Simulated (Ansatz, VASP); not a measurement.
## BN in VASP and in Ansatz

```
CELL_PARAMETERS angstrom
0.00000 1.75327 1.80750
1.75327 0.00000 1.80750
1.75327 1.75327 0.00000
ATOMIC_POSITIONS crystal
B 0.00000 0.00000 0.00000
N 0.75000 0.75000 0.75000
```

Change from the starting cell: equal xx and yy strain of -3 %, crystal datasets.

Alike in both runs: task electric field gradients; functional PBE; k mesh 13 × 13 × 13; occupations fermi-dirac, width 0.03 eV; no spin polarisation.

```csv
,VASP,Ansatz
version,VASP 6.6.1,Ansatz 0.2.0
potentials or method,"VASP PAW PBE potentials, release 64 (B, N), cutoff 520 eV","all-electron PAW with datasets made for the crystal, scalar-relativistic"
```

```csv
,VASP,Ansatz,Ansatz less VASP
gap on the k mesh at the Fermi level (eV),4.31,4.32,+0.011
pressure (GPa),29.5,29.1,-0.43
"traceless stress, the component that is largest in VASP (GPa)",-13.80,-13.82,-0.019
size of Vzz on the site where it differs most (V/Å²),1.1,0.8,-0.27
```

Both programs put the cell under a high pressure, so it lies far from rest at this level. Ansatz ran all-electron here, and VASP with PAW potentials.
